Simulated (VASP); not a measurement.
# AlO2 (F-43m) in VASP: single point with PBE

Aim: the single point of AlO2 with PBE.

Program: VASP 6.6.1. These are calculated values, not measurements. Logs are shortened: lines on timing, memory, paths and dates and some standing lists are left out, and cuts for length are marked.

## (1) The cell of the first run

Symmetry: F-43m, No. 216, cubic system. Conventional cell: a = 5.492 Å, b = 5.492 Å, c = 5.492 Å, α = 90.00°, β = 90.00°, γ = 90.00°. Within 3.1 Å of Al (site symmetry -43m) lie 10 O at 2.38 to 2.75 Å. O (site symmetry -43m) has 4 O at 2.38 Å and 6 Al at 2.75 Å within 3.1 Å. Within 3.1 Å of O (site symmetry -43m) lie 4 Al at 2.38 Å and 4 O at 2.38 Å.

## (2) Single point, PBE

Input file INCAR:

```
  PREC = Accurate
  ENCUT = 600
  EDIFF = 1E-6
  ISMEAR = 0
  SIGMA = 0.1
  LREAL = F
  LASPH = T
  NELM = 120
  ALGO = Normal
  ISIF = 2
  LWAVE = F
  LCHARG = T
  GGA = PE
  LELF = T
  LVHAR = T
  NBANDS = 14
  GGA_COMPAT = F
```

Input file KPOINTS:

```
regular mesh
0
Gamma
  6 6 6
```

Input file POSCAR:

```
AlO2
1.0
    0.0000000000      2.7461020100      2.7461020100
    2.7461020100      0.0000000000      2.7461020100
    2.7461020100      2.7461020100      0.0000000000
Al O
1 2
Direct
    0.5000000000      0.5000000000      0.5000000000
    0.0000000000      0.0000000000      0.0000000000
    0.2500000000      0.2500000000      0.2500000000
```

Potentials or basis: VASP PAW PBE potentials, release 64 (Al, O).

Command:

```
$ cat potpaw_PBE.64/Al/POTCAR potpaw_PBE.64/O/POTCAR > POTCAR
$ mpirun -np 1 vasp_std > vasp.out
```

OUTCAR:

```text
PREC = Accurate
   ENCUT = 600
   EDIFF = 1E-6
   ISMEAR = 0
   LREAL = F
   LASPH = T
   NELM = 120
   ISIF = 2
   GGA = PE

 ion  position               nearest neighbor table
   1  0.500  0.500  0.500-   3 2.38   3 2.38   3 2.38   3 2.38
   2  0.000  0.000  0.000-
   3  0.250  0.250  0.250-   1 2.38   1 2.38   1 2.38   1 2.38

  LATTYP: Found a face centered cubic cell.
 ALAT       =     5.4922040200

  Lattice vectors:

 A1 = (   0.0000000000,   2.7461020100,   2.7461020100)
 A2 = (   2.7461020100,   0.0000000000,   2.7461020100)
 A3 = (   2.7461020100,   2.7461020100,   0.0000000000)

Analysis of symmetry for initial positions (statically):
=====================================================================
 Subroutine PRICEL returns:
 Original cell was already a primitive cell.

 Routine SETGRP: Setting up the symmetry group for a
 face centered cubic supercell.

 Subroutine GETGRP returns: Found 24 space group operations
 (whereof 24 operations were pure point group operations)
 out of a pool of 48 trial point group operations.

The static configuration has the point symmetry T_d .

Analysis of symmetry for dynamics (positions and initial velocities):
=====================================================================
 Subroutine PRICEL returns:
 Original cell was already a primitive cell.

 Routine SETGRP: Setting up the symmetry group for a
 face centered cubic supercell.

 Subroutine GETGRP returns: Found 24 space group operations
 (whereof 24 operations were pure point group operations)
 out of a pool of 48 trial point group operations.

The dynamic configuration has the point symmetry T_d .

 Subroutine INISYM returns: Found 24 space group operations
 (whereof 24 operations are pure point group operations),
 and found     1 'primitive' translations

----------------------------------------------------------------------------------------

                                     Primitive cell

  volume of cell :      41.4171

  direct lattice vectors                    reciprocal lattice vectors
     0.000000000  2.746102010  2.746102010    -0.182076266  0.182076266  0.182076266
     2.746102010  0.000000000  2.746102010     0.182076266 -0.182076266  0.182076266
     2.746102010  2.746102010  0.000000000     0.182076266  0.182076266 -0.182076266

  length of vectors
     3.883574706  3.883574706  3.883574706     0.315365344  0.315365344  0.315365344

  position of ions in fractional coordinates (direct lattice)
     0.500000000  0.500000000  0.500000000
     0.000000000  0.000000000  0.000000000
     0.250000000  0.250000000  0.250000000

  ion indices of the primitive-cell ions
   primitive index   ion index
                 1           1
                 2           2
                 3           3

----------------------------------------------------------------------------------------

 KPOINTS: regular mesh

Automatic generation of k-mesh.
 Grid dimensions read from file:
 generate k-points for:    6    6    6

 Generating k-lattice:

  Cartesian coordinates                     Fractional coordinates (reciprocal lattice)
    -0.030346044  0.030346044  0.030346044     0.166666667  0.000000000  0.000000000
     0.030346044 -0.030346044  0.030346044     0.000000000  0.166666667  0.000000000
     0.030346044  0.030346044 -0.030346044     0.000000000  0.000000000  0.166666667

  Length of vectors
     0.052560891  0.052560891  0.052560891

  Shift w.r.t. Gamma in fractional coordinates (k-lattice)
     0.000000000  0.000000000  0.000000000

 Subroutine IBZKPT returns following result:
 ===========================================

 Found     16 irreducible k-points:

 Following reciprocal coordinates:
            Coordinates               Weight
  0.000000  0.000000  0.000000      1.000000
  0.166667  0.000000  0.000000      8.000000
  0.333333  0.000000  0.000000      8.000000
  0.500000  0.000000  0.000000      4.000000
  0.166667  0.166667  0.000000      6.000000
  0.333333  0.166667  0.000000     24.000000
[... 8 lines left out ...]
 -0.333333  0.333333  0.166667     24.000000
 -0.333333  0.500000  0.166667     12.000000
   k-points           NKPTS =     16   k-points in BZ     NKDIM =     16   number of bands    NBANDS=     14
   number of dos      NEDOS =    301   number of ions     NIONS =      3
   total plane-waves  NPLWV =  32768
   dimension x,y,z NGX =    32 NGY =   32 NGZ =   32
   dimension x,y,z NGXF=    64 NGYF=   64 NGZF=   64
   ions per type =               1   2
   NGX,Y,Z   is equivalent  to a cutoff of  13.70, 13.70, 13.70 a.u.
   NGXF,Y,Z  is equivalent  to a cutoff of  27.40, 27.40, 27.40 a.u.
 SYSTEM =  unknown system
   PREC   = accura    normal or accurate (medium, high low for compatibility)
   ISTART =      0    job   : 0-new  1-cont  2-samecut
   ICHARG =      2    charge: 1-file 2-atom 10-const
   ISPIN  =      1    spin polarized calculation?
   LNONCOLLINEAR =      F non collinear calculations
   LSORBIT =      F    spin-orbit coupling
   LASPH  =      T    aspherical Exc in radial PAW
   ENCUT  =  600.0 eV  44.10 Ry    6.64 a.u.   7.76  7.76  7.76*2*pi/ulx,y,z
   NELM   =    120;   NELMIN=  2; NELMDL= -5     # of ELM steps
   EDIFF  = 0.1E-05   stopping-criterion for ELM
   LREAL  =      F    real-space projection
   EDIFFG = 0.1E-04   stopping-criterion for IOM
   NSW    =      0    number of steps for IOM
   IBRION =     -1    ionic relax: 0-MD 1-quasi-New 2-CG
   NFREE  =      0    steps in history (QN), initial steepest desc. (CG)
   ISIF   =      2    stress and relaxation
   ISYM   =      2    0-nonsym 1-usesym 2-fastsym
   POTIM  = 0.5000    time-step for ionic-motion
   TEBEG  =    0.0;   TEEND  =   0.0 temperature during run
   PSTRESS=    0.0 pullay stress
   NELECT =      15.0000    total number of electrons
   NUPDOWN=      -1.0000    fix difference up-down
   EMIN   =  10.00;   EMAX   =-10.00  energy-range for DOS
   EFERMI =   0.00;   METHOD = LEGACY
   ISMEAR =     0;   SIGMA  =   0.10  broadening in eV -4-tet -1-fermi 0-gaus
   EFERMI_NEDOS =   21; number of points for ismear=-14 and -15
   IALGO  =     38    algorithm
   IMIX   =      4    mixing-type and parameters
     AMIX     =   0.40;   BMIX     =  1.00
     AMIX_MAG =   1.60;   BMIX_MAG =  1.00
  volume/ion in A,a.u.               =      13.81        93.17
  Fermi-wavevector in a.u.,A,eV,Ry     =   1.166931  2.205180 18.527440  1.361728
  Thomas-Fermi vector in A             =   2.303438
   LORBIT       =      0    0 simple, 1 ext, 2 COOP (PROOUT), +10 PAW based schemes
   GGA     = PE    functional components
   LHFCALC =     F    Hartree Fock is set to
   AEXX    =    0.0000 exact exchange contribution
   IVDW    =     0    specifies the selected vdW correction
   LEPSILON=     F    determine dielectric tensor
   LRPA    =     F    only Hartree local field effects (RPA)
 non-spin polarized calculation
 Gauss-broadening in eV      SIGMA  =   0.10
  energy-cutoff  :      600.00
  volume of cell :       41.42
 maximum number of plane-waves:      1411
   NGX = 15   NGY = 15   NGZ = 15

 number of electron      14.9999995 magnetization

 Free energy of the ion-electron system (eV)
  ---------------------------------------------------
  ext. energy  EPLUGINS =         0.00000000
  ---------------------------------------------------
  free energy    TOTEN  =       -13.81779609 eV

  energy without entropy =      -13.78676428  energy(sigma->0) =      -13.80228018

 E-fermi :   2.6556     XC(G=0):  -9.6275

 val. band max:        2.6163448567   @ k =  -0.3333   0.3333   0.0000
 cond. band min:       2.7024906673   @ k =   0.3333   0.3333   0.0000
 fundamental gap:      0.0861458106
 Fermi energy:         2.6556371848

 k-point     1 :       0.0000    0.0000    0.0000
  band No.  band energies     occupation
      1     -15.3871      2.00000
      2     -12.3115      2.00000
      3       0.0174      2.00000
      4       0.0174      2.00000
      5       0.0174      2.00000
      6       1.2769      2.00000
      7       1.5417      2.00000
      8       1.5417      2.00000
      9       1.5417      2.00000
     10      10.2660      0.00000
     11      10.2660      0.00000
     12      10.2660      0.00000
     13      14.6154      0.00000
     14      14.6154      0.00000

 k-point     2 :       0.1667    0.0000    0.0000
  band No.  band energies     occupation
      1     -15.2462      2.00000
      2     -12.4551      2.00000
      3      -0.9307      2.00000
      4      -0.1871      2.00000
      5      -0.1871      2.00000
      6       0.9879      2.00000
      7       1.7540      2.00000
      8       1.7540      2.00000
      9       3.1836      0.00000
     10       9.4461      0.00000
     11       9.9103      0.00000
     12       9.9103      0.00000
     13      15.0206      0.00000
     14      15.1827      0.00000

 k-point     3 :       0.3333    0.0000    0.0000
  band No.  band energies     occupation
      1     -14.9069      2.00000
      2     -12.7965      2.00000
      3      -2.1852      2.00000
      4      -0.4827      2.00000
      5      -0.4827      2.00000
      6       1.7861      2.00000
      7       2.0385      2.00000
      8       2.0385      2.00000
      9       4.5076      0.00000
     10       8.0195      0.00000
     11       9.5047      0.00000
     12       9.5047      0.00000
     13      14.6325      0.00000
     14      15.9040      0.00000
[... 188 lines left out ...]
 k-point    15 :      -0.3333    0.3333    0.1667
  band No.  band energies     occupation
      1     -14.4326      2.00000
      2     -13.2586      2.00000
      3      -2.6619      2.00000
      4      -1.3772      2.00000
      5      -0.1752      2.00000
      6       1.2397      2.00000
      7       2.6005      1.56479
      8       2.6052      1.52416
      9       5.0759      0.00000
     10       7.5772      0.00000
     11       9.3505      0.00000
     12       9.7968      0.00000
     13      15.3488      0.00000
     14      16.0122      0.00000

 k-point    16 :      -0.3333    0.5000    0.1667
  band No.  band energies     occupation
      1     -14.3184      2.00000
      2     -13.3720      2.00000
      3      -2.3906      2.00000
      4      -1.7271      2.00000
      5      -0.2403      2.00000
      6       0.9126      2.00000
      7       2.7307      0.28813
      8       2.7727      0.09770
      9       5.0195      0.00000
     10       7.4911      0.00000
     11       9.9207      0.00000
     12      10.0941      0.00000
     13      14.8564      0.00000
     14      15.2991      0.00000

------------------------ aborting loop because EDIFF is reached ----------------------------------------

  FORCE on cell =-STRESS in cart. coord.  units (eV):
  Direction    XX          YY          ZZ          XY          YZ          ZX
  --------------------------------------------------------------------------------------
  -------------------------------------------------------------------------------------
  Total       -6.8601624     -6.8601624     -6.8601624      0.0000000      0.0000000      0.0000000
  in kB     -265.3780415   -265.3780415   -265.3780415      0.0000000      0.0000000      0.0000000
  external PRESSURE =    -265.3780415 kB  Pullay stress =       0.0000000 kB

 VOLUME and BASIS-vectors are now :
 -----------------------------------------------------------------------------
  energy-cutoff  :      600.00
  volume of cell :       41.42
      direct lattice vectors                 reciprocal lattice vectors
     0.000000000  2.746102010  2.746102010    -0.182076266  0.182076266  0.182076266
     2.746102010  0.000000000  2.746102010     0.182076266 -0.182076266  0.182076266
     2.746102010  2.746102010  0.000000000     0.182076266  0.182076266 -0.182076266

 POSITION                                       TOTAL-FORCE (eV/Angst)
 -----------------------------------------------------------------------------------
      2.74610      2.74610      2.74610        -0.000000     -0.000000     -0.000000
      0.00000      0.00000      0.00000         0.000000      0.000000      0.000000
      1.37305      1.37305      1.37305        -0.000000     -0.000000     -0.000000
 -----------------------------------------------------------------------------------
    total drift:                               -0.000000     -0.000000      0.000000

  FREE ENERGIE OF THE ION-ELECTRON SYSTEM (eV)
  ---------------------------------------------------
  free  energy   TOTEN  =       -13.8177960898 eV

  energy  without entropy=      -13.7867642751  energy(sigma->0) =      -13.80228018
```

Wall time 14 s (1 thread of AMD EPYC 9R45 (Zen 5), shared host); peak memory 0.13 GiB.

What came out:

* Free energy: -13.8178 eV
* Pressure: -26.5 GPa

Caveat: an odd number of electrons without spin polarisation forces a metal; a magnetic or distorted state may lie lower.
